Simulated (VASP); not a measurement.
# SiNi (P4/mmm) in VASP: a series of runs, part 2 of 2

VASP 6.6.1. Earlier steps stand in the parts before.

### Step 3. Relaxation of cell and atoms, PBE

This run uses another cell than the first one, of 11.33 Å³/atom.

The input, INCAR:

```
ALGO     = Normal         # electronic algorithm
EDIFF    = 1E-6           # SCF threshold, eV
EDIFFG   = -0.01          # ionic threshold
ENCUT    = 600            # plane-wave cutoff, eV
GGA      = PE             # functional
IBRION   = 2              # ionic algorithm
ISIF     = 3              # what is computed and relaxed
ISMEAR   = 0              # smearing method
LASPH    = True           # aspherical terms in the spheres
LCHARG   = False          # write CHGCAR
LREAL    = False          # projectors in reciprocal space
LWAVE    = False          # write WAVECAR
NELM     = 100            # most SCF steps
NSW      = 100            # ionic steps
PREC     = Accurate       # precision mode
SIGMA    = 0.1            # smearing width, eV
```

The input, KPOINTS:

```
k-points
0
Gamma
  20 20 16
```

The input, POSCAR:

```
SiNi
1.0
    2.6282235150      0.0000000000      0.0000000000
    0.0000000000      2.6282235150      0.0000000000
    0.0000000000      0.0000000000      3.2790542916
Si Ni
1 1
Direct
    0.0000000000      0.0000000000      0.0000000000
    0.5000000000      0.5000000000      0.5000000000
```

Potentials or basis: VASP PAW PBE potentials, release 64 (Si, Ni).

Launch:

```console
cat potpaw_PBE.64/Si/POTCAR potpaw_PBE.64/Ni/POTCAR > POTCAR
mpirun -np 1 vasp_std > vasp.out
```

OUTCAR:

```text
EDIFF = 1E-6
   EDIFFG = -0.01
   ENCUT = 600
   GGA = PE
   IBRION = 2
   ISIF = 3
   ISMEAR = 0
   LASPH = True
   LREAL = False
   NELM = 100
   NSW = 100
   PREC = Accurate

 ion  position               nearest neighbor table
   1  0.000  0.000  0.000-   2 2.48   2 2.48   2 2.48   2 2.48   2 2.48   2 2.48   2 2.48   2 2.48

   2  0.500  0.500  0.500-   1 2.48   1 2.48   1 2.48   1 2.48   1 2.48   1 2.48   1 2.48   1 2.48

  LATTYP: Found a simple tetragonal cell.
 ALAT       =     2.6282235150
 C/A-ratio  =     1.2476314411

  Lattice vectors:

 A1 = (   2.6282235150,   0.0000000000,   0.0000000000)
 A2 = (   0.0000000000,   2.6282235150,   0.0000000000)
 A3 = (   0.0000000000,   0.0000000000,   3.2790542916)

Analysis of symmetry for initial positions (statically):
=====================================================================
 Subroutine PRICEL returns:
 Original cell was already a primitive cell.

 Routine SETGRP: Setting up the symmetry group for a
 simple tetragonal supercell.

 Subroutine GETGRP returns: Found 16 space group operations
 (whereof 16 operations were pure point group operations)
 out of a pool of 16 trial point group operations.

The static configuration has the point symmetry D_4h.

Analysis of symmetry for dynamics (positions and initial velocities):
=====================================================================
 Subroutine PRICEL returns:
 Original cell was already a primitive cell.

 Routine SETGRP: Setting up the symmetry group for a
 simple tetragonal supercell.

 Subroutine GETGRP returns: Found 16 space group operations
 (whereof 16 operations were pure point group operations)
 out of a pool of 16 trial point group operations.

The dynamic configuration has the point symmetry D_4h.

 Subroutine INISYM returns: Found 16 space group operations
 (whereof 16 operations are pure point group operations),
 and found     1 'primitive' translations

----------------------------------------------------------------------------------------

                                     Primitive cell

[... 135 lines left out ...]
  ---------------------------------------------------
  ext. energy  EPLUGINS =         0.00000000
  ---------------------------------------------------
  free energy    TOTEN  =       -11.46973609 eV

  energy without entropy =      -11.46491206  energy(sigma->0) =      -11.46732407

------------------------ aborting loop because EDIFF is reached ----------------------------------------

  FORCE on cell =-STRESS in cart. coord.  units (eV):
  Direction    XX          YY          ZZ          XY          YZ          ZX
  --------------------------------------------------------------------------------------
  -------------------------------------------------------------------------------------
  Total        0.1449818      0.1449818      0.0926874      0.0000000      0.0000000     -0.0000000
  in kB       10.2553566     10.2553566      6.5562885      0.0000000      0.0000000     -0.0000000
  external PRESSURE =       9.0223339 kB  Pullay stress =       0.0000000 kB
[... 131 lines left out ...]
--------------------------------------- Ionic step        5  -------------------------------------------

 number of electron      13.9999993 magnetization

 Free energy of the ion-electron system (eV)
  ---------------------------------------------------
  ext. energy  EPLUGINS =         0.00000000
  ---------------------------------------------------
  free energy    TOTEN  =       -11.47020075 eV

  energy without entropy =      -11.46542744  energy(sigma->0) =      -11.46781409

 E-fermi :  11.8337     XC(G=0): -12.5976

 val. band max:       11.8321152982   @ k =   0.2500   0.1000   0.1250
 cond. band min:      11.8389806402   @ k =   0.3000   0.2500   0.2500
 fundamental gap:      0.0068653419
 Fermi energy:        11.8337350571

 k-point     1 :       0.0000    0.0000    0.0000
  band No.  band energies     occupation
      1      -2.2588      2.00000
      2       7.5046      2.00000
      3       7.9457      2.00000
      4       9.6323      2.00000
      5       9.6323      2.00000
      6      10.1577      2.00000
      7      10.3078      2.00000
      8      16.2441      0.00000
      9      16.9771      0.00000
     10      16.9771      0.00000
     11      19.2022      0.00000
[... 309 lines left out ...]
 k-point    24 :       0.2000    0.1000    0.0000
  band No.  band energies     occupation
      1      -1.2053      2.00000
      2       7.6958      2.00000
      3       7.9760      2.00000
      4       8.4990      2.00000
      5       9.5096      2.00000
      6       9.7000      2.00000
      7      12.4835      0.00000
      8      12.7065      0.00000
      9      16.0442      0.00000
     10      16.6553      0.00000
     11      23.6131      0.00000

 [... further k-points ...]

------------------------ aborting loop because EDIFF is reached ----------------------------------------

  FORCE on cell =-STRESS in cart. coord.  units (eV):
  Direction    XX          YY          ZZ          XY          YZ          ZX
  --------------------------------------------------------------------------------------
  -------------------------------------------------------------------------------------
  Total        0.0117933      0.0117933     -0.0097412      0.0000000      0.0000000     -0.0000000
  in kB        0.8298800      0.8298800     -0.6854731      0.0000000      0.0000000     -0.0000000
  external PRESSURE =       0.3247623 kB  Pullay stress =       0.0000000 kB
[... 17 lines left out ...]
  FREE ENERGIE OF THE ION-ELECTRON SYSTEM (eV)
  ---------------------------------------------------
  free  energy   TOTEN  =       -11.4702007454 eV

  energy  without entropy=      -11.4654274390  energy(sigma->0) =      -11.46781409

 reached required accuracy - stopping structural energy minimisation
```

CONTCAR:

```text
SiNi
   1.00000000000000
     2.6378869719444449    0.0000000000000000   -0.0000000000000000
     0.0000000000000000    2.6378869719444449    0.0000000000000000
     0.0000000000000000    0.0000000000000000    3.2720473417511262
  Si              Ni
     1     1
Direct
     0.0000000000000000    0.0000000000000000    0.0000000000000000
     0.5000000000000000    0.5000000000000000    0.5000000000000000

  0.00000000E+00  0.00000000E+00  0.00000000E+00
  0.00000000E+00  0.00000000E+00  0.00000000E+00
```

Run time: 2.6 min. Hardware: 1 thread of Intel Xeon Platinum 8559C (Emerald Rapids), shared host; peak memory 0.33 GiB.

Results:

```yaml
Free_energy: -11.4702 eV
Relaxed_volume: 11.38 Å³/atom
Relaxed_cell: a = 2.638 Å, b = 2.638 Å, c = 3.272 Å, α = 90.00°, β = 90.00°, γ = 90.00°
Space_group_after_relaxing_to_0.1_Å: P4/mmm (No. 123)
Energy_gained_by_relaxing: 0.2 meV/atom
Ionic_steps: 5
Pressure_after_relaxing: 0.0 GPa
Band_gap_on_the_k_mesh: zero (bands 7 and 8 overlap by 1.73 eV)
```

The path:
| step | energy change (eV) | largest force (eV/Å) | pressure (GPa) | volume (Å³) |
| --- | --- | --- | --- | --- |
| 1 | 0.0000 | 0.0000 | 0.90 | 22.65 |
| 2 | -0.0001 | 0.0000 | -0.69 | 22.86 |
| 3 | -0.0003 | 0.0000 | -0.03 | 22.77 |
| 4 | -0.0004 | 0.0000 | -0.17 | 22.77 |
| 5 | -0.0005 | 0.0000 | 0.03 | 22.77 |

Final structure:
```yaml
crystal:
  lattice:
    - [2.63789, 0.00000, 0.00000]
    - [0.00000, 2.63789, 0.00000]
    - [0.00000, 0.00000, 3.27205]
  atoms:
    - { symbol: Si, position: [0.00000, 0.00000, 0.00000] }
    - { symbol: Ni, position: [0.50000, 0.50000, 0.50000] }
```

Levels at points of the mesh, in eV from the Fermi level:
```tsv
k point	band 4	band 5	band 6	band 7	band 8	band 9	band 10	band 11
(0.00, 0.00, 0.00)	-2.20	-2.20	-1.68	-1.53	4.41	5.14	5.14	7.37
(0.50, 0.00, 0.00)	-3.40	-2.54	-2.03	-0.76	5.07	5.13	5.37	9.64
(0.50, 0.50, 0.00)	-3.86	-3.32	-3.32	-1.11	0.74	2.01	5.32	10.85
(0.00, 0.00, 0.50)	-2.62	-2.62	-2.30	-1.65	6.80	7.99	7.99	11.07
(0.50, 0.00, 0.50)	-4.29	-2.44	-2.30	-2.01	-0.13	0.78	9.61	12.93
(0.50, 0.50, 0.50)	-1.85	-1.73	-1.10	0.71	1.43	1.43	1.56	1.56
```

Spin polarisation is off, so any magnetic state and its effect on volume and gap are missing.
